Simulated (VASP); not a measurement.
# Ir (P6_3/mmc) in VASP: a series of runs

Ir is run at these levels: PBE; tasks: single point, relaxation of cell and atoms.

Program: VASP 6.6.1. These are calculated values, not measurements. Logs are shortened: lines on timing, memory, paths and dates and some standing lists are left out, and cuts for length are marked.

## Step 1: The cell of the first run

Symmetry: P6_3/mmc, No. 194, hexagonal system. Conventional cell: a = 2.749 Å, b = 2.749 Å, c = 4.449 Å, α = 90.00°, β = 90.00°, γ = 120.00°. Ir (site symmetry -6m2) has 12 Ir at 2.73 to 2.75 Å within 3.6 Å.

This isn't the form of Ir at room conditions, which is fcc.

## Step 2: Single point, PBE

File INCAR:

```
PREC = Accurate ; ENCUT = 520
EDIFF = 1E-6 ; ISMEAR = -1
SIGMA = 0.05 ; LREAL = False
LASPH = True ; NELM = 100
ALGO = Normal ; ISIF = 2
LWAVE = False ; LCHARG = True
GGA = PE ; LELF = True
LVHAR = True ; NBANDS = 16
```

File KPOINTS:

```
regular mesh
0
Gamma
  17 17 9
```

File POSCAR:

```
Ir
1.0
    2.7492262464      0.0000000000      0.0000000000
   -1.3746131232      2.3808997701      0.0000000000
    0.0000000000      0.0000000000      4.4492036893
Ir
2
Direct
    0.3333333333      0.6666666667      0.2500000000
    0.6666666667      0.3333333333      0.7500000000
```

Potentials or basis: VASP PAW PBE potentials, release 64 (Ir).

Run with:

```
> cat potpaw_PBE.64/Ir/POTCAR > POTCAR
> mpirun -np 1 vasp_std > vasp.out
```

OUTCAR:

```text
PREC = Accurate
   ENCUT = 520
   EDIFF = 1E-6
   ISMEAR = -1
   LREAL = False
   LASPH = True
   NELM = 100
   ISIF = 2
   GGA = PE

 ion  position               nearest neighbor table
   1  0.333  0.667  0.250-   2 2.73   2 2.73   2 2.73   2 2.73   2 2.73   2 2.73
   2  0.667  0.333  0.750-   1 2.73   1 2.73   1 2.73   1 2.73   1 2.73   1 2.73

  LATTYP: Found a hexagonal cell.
 ALAT       =     2.7492262464
 C/A-ratio  =     1.6183475969

  Lattice vectors:

 A1 = (   2.7492262464,   0.0000000000,   0.0000000000)
 A2 = (  -1.3746131232,   2.3808997701,   0.0000000000)
 A3 = (   0.0000000000,   0.0000000000,   4.4492036893)

Analysis of symmetry for initial positions (statically):
=====================================================================
 Subroutine PRICEL returns:
 Original cell was already a primitive cell.

 Routine SETGRP: Setting up the symmetry group for a
 hexagonal supercell.

 Subroutine GETGRP returns: Found 24 space group operations
 (whereof 12 operations were pure point group operations)
 out of a pool of 24 trial point group operations.

The static configuration has the point symmetry D_3d.
 The point group associated with its full space group is D_6h.

Analysis of symmetry for dynamics (positions and initial velocities):
=====================================================================
 Subroutine PRICEL returns:
 Original cell was already a primitive cell.

 Routine SETGRP: Setting up the symmetry group for a
 hexagonal supercell.

 Subroutine GETGRP returns: Found 24 space group operations
 (whereof 12 operations were pure point group operations)
 out of a pool of 24 trial point group operations.

The dynamic configuration has the point symmetry D_3d.
 The point group associated with its full space group is D_6h.

 Subroutine INISYM returns: Found 24 space group operations
 (whereof 12 operations are pure point group operations),
 and found     1 'primitive' translations

----------------------------------------------------------------------------------------

                                     Primitive cell

  volume of cell :      29.1229

  direct lattice vectors                    reciprocal lattice vectors
     2.749226246  0.000000000  0.000000000     0.363738707  0.210004640  0.000000000
    -1.374613123  2.380899770  0.000000000     0.000000000  0.420009281  0.000000000
     0.000000000  0.000000000  4.449203689     0.000000000  0.000000000  0.224759321

  length of vectors
     2.749226246  2.749226246  4.449203689     0.420009281  0.420009281  0.224759321

  position of ions in fractional coordinates (direct lattice)
     0.333333333  0.666666667  0.250000000
     0.666666667  0.333333333  0.750000000

  ion indices of the primitive-cell ions
   primitive index   ion index
                 1           1
                 2           2

----------------------------------------------------------------------------------------

 KPOINTS: regular mesh

Automatic generation of k-mesh.
 Grid dimensions read from file:
 generate k-points for:   17   17    9

 Generating k-lattice:

  Cartesian coordinates                     Fractional coordinates (reciprocal lattice)
     0.021396395  0.012353214  0.000000000     0.058823529  0.000000000  0.000000000
     0.000000000  0.024706428  0.000000000     0.000000000  0.058823529  0.000000000
     0.000000000  0.000000000  0.024973258     0.000000000  0.000000000  0.111111111

  Length of vectors
     0.024706428  0.024706428  0.024973258

  Shift w.r.t. Gamma in fractional coordinates (k-lattice)
     0.000000000  0.000000000  0.000000000

 Subroutine IBZKPT returns following result:
 ===========================================

 Found    165 irreducible k-points:

 Following reciprocal coordinates:
            Coordinates               Weight
  0.000000  0.000000  0.000000      1.000000
  0.058824 -0.000000  0.000000      6.000000
  0.117647 -0.000000  0.000000      6.000000
  0.176471 -0.000000  0.000000      6.000000
  0.235294 -0.000000  0.000000      6.000000
  0.294118 -0.000000  0.000000      6.000000
[... 16 lines left out ...]
  0.411765  0.117647  0.000000     12.000000
  0.176471  0.176471  0.000000      6.000000
 [... further k-points ...]
   k-points           NKPTS =    165   k-points in BZ     NKDIM =    165   number of bands    NBANDS=     16
   number of dos      NEDOS =    301   number of ions     NIONS =      2
   total plane-waves  NPLWV =  14400
   dimension x,y,z NGX =    20 NGY =   20 NGZ =   36
   dimension x,y,z NGXF=    40 NGYF=   40 NGZF=   72
   ions per type =               2
   NGX,Y,Z   is equivalent  to a cutoff of  12.09, 12.09, 13.45 a.u.
   NGXF,Y,Z  is equivalent  to a cutoff of  24.19, 24.19, 26.90 a.u.
 SYSTEM =  unknown system
   PREC   = accura    normal or accurate (medium, high low for compatibility)
   ISTART =      0    job   : 0-new  1-cont  2-samecut
   ICHARG =      2    charge: 1-file 2-atom 10-const
   ISPIN  =      1    spin polarized calculation?
   LNONCOLLINEAR =      F non collinear calculations
   LSORBIT =      F    spin-orbit coupling
   LASPH  =      T    aspherical Exc in radial PAW
   ENCUT  =  520.0 eV  38.22 Ry    6.18 a.u.   5.11  5.11  8.27*2*pi/ulx,y,z
   NELM   =    100;   NELMIN=  2; NELMDL= -5     # of ELM steps
   EDIFF  = 0.1E-05   stopping-criterion for ELM
   LREAL  =      F    real-space projection
   EDIFFG = 0.1E-04   stopping-criterion for IOM
   NSW    =      0    number of steps for IOM
   IBRION =     -1    ionic relax: 0-MD 1-quasi-New 2-CG
   NFREE  =      0    steps in history (QN), initial steepest desc. (CG)
   ISIF   =      2    stress and relaxation
   ISYM   =      2    0-nonsym 1-usesym 2-fastsym
   POTIM  = 0.5000    time-step for ionic-motion
   TEBEG  =    0.0;   TEEND  =   0.0 temperature during run
   PSTRESS=    0.0 pullay stress
   NELECT =      18.0000    total number of electrons
   NUPDOWN=      -1.0000    fix difference up-down
   EMIN   =  10.00;   EMAX   =-10.00  energy-range for DOS
   EFERMI =   0.00;   METHOD = LEGACY
   ISMEAR =    -1;   SIGMA  =   0.05  broadening in eV -4-tet -1-fermi 0-gaus
   EFERMI_NEDOS =   21; number of points for ismear=-14 and -15
   IALGO  =     38    algorithm
   IMIX   =      4    mixing-type and parameters
     AMIX     =   0.40;   BMIX     =  1.00
     AMIX_MAG =   1.60;   BMIX_MAG =  1.00
  volume/ion in A,a.u.               =      14.56        98.27
  Fermi-wavevector in a.u.,A,eV,Ry     =   1.394508  2.635238 26.458608  1.944653
  Thomas-Fermi vector in A             =   2.518050
   LORBIT       =      0    0 simple, 1 ext, 2 COOP (PROOUT), +10 PAW based schemes
   GGA     = PE    functional components
   LHFCALC =     F    Hartree Fock is set to
   AEXX    =    0.0000 exact exchange contribution
   IVDW    =     0    specifies the selected vdW correction
   LEPSILON=     F    determine dielectric tensor
   LRPA    =     F    only Hartree local field effects (RPA)
 non-spin polarized calculation
  energy-cutoff  :      520.00
  volume of cell :       29.12
 maximum number of plane-waves:       795
   NGX = 11   NGY = 11   NGZ = 17

 number of electron      18.0000000 magnetization

 Free energy of the ion-electron system (eV)
  ---------------------------------------------------
  ext. energy  EPLUGINS =         0.00000000
  ---------------------------------------------------
  free energy    TOTEN  =       -17.56145135 eV

  energy without entropy =      -17.54237040  energy(sigma->0) =      -17.55191087

 E-fermi :  10.0212     XC(G=0): -13.8164

 val. band max:       10.0153511498   @ k =   0.2941   0.2941   0.3333
 cond. band min:      10.0324172859   @ k =   0.2353   0.0588   0.4444
 fundamental gap:      0.0170661361
 Fermi energy:        10.0212421461

 k-point     1 :       0.0000    0.0000    0.0000
  band No.  band energies     occupation
      1      -0.8990      2.00000
      2       2.1430      2.00000
      3       6.2604      2.00000
      4       6.3428      2.00000
      5       6.3428      2.00000
      6       6.9768      2.00000
[... 8 lines left out ...]
     15      26.4818      0.00000
     16      27.4693      0.00000

 k-point     2 :       0.0588   -0.0000    0.0000
  band No.  band energies     occupation
      1      -0.7673      2.00000
      2       2.2603      2.00000
      3       6.0075      2.00000
      4       6.4525      2.00000
      5       6.5683      2.00000
      6       6.9056      2.00000
[... 8 lines left out ...]
     15      26.6545      0.00000
     16      27.6716      0.00000

 k-point     3 :       0.1176   -0.0000    0.0000
  band No.  band energies     occupation
      1      -0.3834      2.00000
      2       2.5867      2.00000
      3       5.6701      2.00000
      4       6.6603      2.00000
      5       6.7760      2.00000
      6       6.9261      2.00000
[... 8 lines left out ...]
     15      27.1007      0.00000
     16      27.9534      0.00000

 k-point     4 :       0.1765   -0.0000    0.0000
  band No.  band energies     occupation
      1       0.2156      2.00000
      2       3.0234      2.00000
      3       5.3572      2.00000
      4       6.0712      2.00000
      5       6.4172      2.00000
      6       7.1314      2.00000
[... 8 lines left out ...]
     15      27.2169      0.00000
     16      27.6456      0.00000

 k-point     5 :       0.2353   -0.0000    0.0000
  band No.  band energies     occupation
      1       0.9565      2.00000
      2       3.3385      2.00000
      3       5.2291      2.00000
      4       5.2568      2.00000
      5       6.2346      2.00000
      6       6.8239      2.00000
[... 8 lines left out ...]
     15      26.1600      0.00000
     16      26.2583      0.00000

 k-point     6 :       0.2941   -0.0000    0.0000
  band No.  band energies     occupation
      1       1.7126      2.00000
      2       3.3202      2.00000
      3       4.5211      2.00000
      4       5.4569      2.00000
      5       6.3089      2.00000
      6       6.5396      2.00000
[... 8 lines left out ...]
     15      24.6275      0.00000
     16      25.2866      0.00000

 k-point     7 :       0.3529   -0.0000    0.0000
  band No.  band energies     occupation
      1       2.3097      2.00000
      2       3.1181      2.00000
      3       3.9741      2.00000
      4       5.7838      2.00000
      5       6.3059      2.00000
      6       6.6749      2.00000
[... 8 lines left out ...]
     15      23.2279      0.00000
     16      24.5172      0.00000

 k-point     8 :       0.4118   -0.0000    0.0000
  band No.  band energies     occupation
      1       2.6373      2.00000
      2       2.9256      2.00000
      3       3.6025      2.00000
      4       6.1410      2.00000
      5       6.2281      2.00000
      6       6.6946      2.00000
[... 8 lines left out ...]
     15      22.1041      0.00000
     16      23.0938      0.00000

 k-point     9 :       0.4706   -0.0000    0.0000
  band No.  band energies     occupation
      1       2.7351      2.00000
      2       2.8380      2.00000
      3       3.4147      2.00000
      4       6.0560      2.00000
      5       6.6163      2.00000
      6       6.6226      2.00000
[... 8 lines left out ...]
     15      21.2715      0.00000
     16      21.4546      0.00000
[... 172 lines left out ...]
 k-point    19 :       0.1765    0.1176    0.0000
  band No.  band energies     occupation
      1       1.2955      2.00000
      2       3.6814      2.00000
      3       4.8543      2.00000
      4       5.0610      2.00000
      5       6.2700      2.00000
      6       6.3701      2.00000
[... 8 lines left out ...]
     15      24.0874      0.00000
     16      26.4070      0.00000

 k-point    20 :       0.2353    0.1176    0.0000
  band No.  band energies     occupation
      1       2.0626      2.00000
      2       3.7013      2.00000
      3       4.4430      2.00000
      4       4.9733      2.00000
      5       6.1438      2.00000
      6       6.3555      2.00000
[... 8 lines left out ...]
     15      22.7705      0.00000
     16      25.5725      0.00000

 k-point    21 :       0.2941    0.1176    0.0000
  band No.  band energies     occupation
      1       2.6875      2.00000
      2       3.4814      2.00000
      3       3.9538      2.00000
      4       5.3448      2.00000
      5       6.0033      2.00000
      6       6.6778      2.00000
[... 8 lines left out ...]
     15      21.4147      0.00000
     16      24.9130      0.00000

 k-point    22 :       0.3529    0.1176    0.0000
  band No.  band energies     occupation
      1       3.0335      2.00000
      2       3.2756      2.00000
      3       3.6172      2.00000
      4       5.8241      2.00000
      5       5.9413      2.00000
      6       6.6886      2.00000
[... 8 lines left out ...]
     15      20.2162      0.00000
     16      24.0526      0.00000

 k-point    23 :       0.4118    0.1176    0.0000
  band No.  band energies     occupation
      1       3.1294      2.00000
      2       3.1883      2.00000
      3       3.4460      2.00000
      4       5.9312      2.00000
      5       6.2041      2.00000
      6       6.5369      2.00000
[... 8 lines left out ...]
     15      20.7201      0.00000
     16      22.6274      0.00000

 k-point    24 :       0.1765    0.1765    0.0000
  band No.  band energies     occupation
      1       2.0443      2.00000
      2       4.0482      2.00000
      3       4.5435      2.00000
      4       4.5619      2.00000
      5       6.0609      2.00000
      6       6.3339      2.00000
[... 8 lines left out ...]
     15      22.1791      0.00000
     16      25.8955      0.00000

 [... further k-points ...]

------------------------ aborting loop because EDIFF is reached ----------------------------------------

  FORCE on cell =-STRESS in cart. coord.  units (eV):
  Direction    XX          YY          ZZ          XY          YZ          ZX
  --------------------------------------------------------------------------------------
  -------------------------------------------------------------------------------------
  Total        0.0971001      0.0971001      0.1095144      0.0000000      0.0000000      0.0000000
  in kB        5.3419100      5.3419100      6.0248733      0.0000000      0.0000000      0.0000000
  external PRESSURE =       5.5695645 kB  Pullay stress =       0.0000000 kB

 VOLUME and BASIS-vectors are now :
 -----------------------------------------------------------------------------
  energy-cutoff  :      520.00
  volume of cell :       29.12
      direct lattice vectors                 reciprocal lattice vectors
     2.749226246  0.000000000  0.000000000     0.363738707  0.210004640  0.000000000
    -1.374613123  2.380899770  0.000000000     0.000000000  0.420009281  0.000000000
     0.000000000  0.000000000  4.449203689     0.000000000  0.000000000  0.224759321

 POSITION                                       TOTAL-FORCE (eV/Angst)
 -----------------------------------------------------------------------------------
     -0.00000      1.58727      1.11230        -0.000000      0.000000      0.000000
      1.37461      0.79363      3.33690         0.000000      0.000000      0.000000
 -----------------------------------------------------------------------------------
    total drift:                               -0.000000      0.000000     -0.000000

  FREE ENERGIE OF THE ION-ELECTRON SYSTEM (eV)
  ---------------------------------------------------
  free  energy   TOTEN  =       -17.5614513490 eV

  energy  without entropy=      -17.5423704003  energy(sigma->0) =      -17.55191087
```

Wall time 1.8 min (1 thread of Intel Xeon 8259CL, shared host); peak memory 0.19 GiB.

Results:

- Free energy: -17.5615 eV
- Pressure: 0.6 GPa
- Band gap on the k mesh: zero (bands 9 and 10 overlap by 3.14 eV)

Caveat: spin-orbit coupling is left out, which moves the levels of the heavy elements.

## Step 3: Relaxation of cell and atoms, PBE

File INCAR:

```
SYSTEM = Ir
  ALGO = Normal
  EDIFF = 1E-6
  EDIFFG = -0.005
  ENCUT = 600
  GGA = PE
  IBRION = 2
  ISIF = 3
  ISMEAR = -1
  LASPH = .True.
  LCHARG = .False.
  LREAL = .False.
  LWAVE = .False.
  NELM = 60
  NSW = 45
  PREC = Accurate
  SIGMA = 0.05
```

File KPOINTS:

```
k-points
0
Gamma
  17 17 9
  0 0 0
```

File POSCAR:

```
Ir
1.0
    2.7493257706      0.0000000000      0.0000000000
   -1.3746628853      2.3809859606      0.0000000000
    0.0000000000      0.0000000000      4.4497555383
Ir
2
Direct
    0.3333333333      0.6666666667      0.2500000000
    0.6666666667      0.3333333333      0.7500000000
```

Potentials or basis: VASP PAW PBE potentials, release 64 (Ir).

Run with:

```
> cat potpaw_PBE.64/Ir/POTCAR > POTCAR
> mpirun -np 1 vasp_std > vasp.out
```

Run time: 2.4 min. Hardware: 1 thread of Intel Xeon 8259CL, shared host; peak memory 0.21 GiB.

It converged, with:

```
Free energy                           : -17.5620 eV
Relaxed volume                        : 14.59 Å³/atom
Relaxed cell                          : a = 2.751 Å, b = 2.751 Å, c = 4.452 Å, α = 90.00°, β = 90.00°, γ = 120.00°
Space group after relaxing (to 0.1 Å) : P6_3/mmc (No. 194)
Energy gained by relaxing             : 0.0 meV/atom
Ionic steps                           : 3
Pressure after relaxing               : 0.0 GPa
Band gap on the k mesh                : zero (bands 9 and 10 overlap by 3.13 eV)
```

Final structure:
```yaml
crystal:
  lattice:
    - [2.75079, 0.00000, 0.00000]
    - [-1.37539, 2.38225, 0.00000]
    - [0.00000, 0.00000, 4.45228]
  atoms:
    - { symbol: Ir, position: [0.33333, 0.66667, 0.25000] }
    - { symbol: Ir, position: [0.66667, 0.33333, 0.75000] }
```

Levels at points of the mesh, in eV from the Fermi level:
```
           k point  band 7  band 8  band 9  band 10  band 11  band 12
(0.00, 0.00, 0.00)   -3.04   -2.29   -2.29    -0.72     0.26     0.26
```

Caveat: spin-orbit coupling is left out, which moves the levels of the heavy elements.
